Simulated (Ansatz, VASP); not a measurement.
InSe: VASP beside Ansatz

```xyz
8
Lattice="4.0266 0.0000 0.0000 -2.0133 3.4871 0.0000 0.0000 0.0000 28.2707" Properties=species:S:1:pos:R:3 pbc="T T T"
Se    0.0000    0.0000    4.5000
Se    0.0000    0.0000    9.8854
Se    1.3422    0.7749   13.1954
Se    1.3422    0.7749   18.5807
In    2.0133    1.1624    5.7954
In    2.0133    1.1624    8.5899
In   -0.6711   -0.3875   14.4908
In   -0.6711   -0.3875   17.2853
```

Alike in both runs: task single point; functional PBE; dispersion D3(BJ); k mesh 9 × 9 × 1; occupations gaussian, width 0.05 eV; no spin polarisation.

|  | VASP | Ansatz |
| --- | --- | --- |
| version | VASP 6.6.1 | Ansatz 0.2.0 |
| potentials or method | VASP PAW PBE potentials, release 64 (Se, In_d), cutoff 520 eV | scalar-relativistic, plane waves, PAW |
| valence electrons in the cell | 76 | 116 |

|  | VASP | Ansatz | Ansatz less VASP |
| --- | --- | --- | --- |
| gap on the k mesh at the Fermi level (eV) | 1.13 | 1.14 | +0.010 |
| least direct gap on the mesh (eV) | 1.17 | 1.18 | +0.009 |
| rms of the force components (eV/Å) | 0.017 | 0.017 | -0.0002 |

VASP's potentials hold 76 valence electrons a cell and Ansatz's 116, so a difference there can come from the potentials and not from the codes.
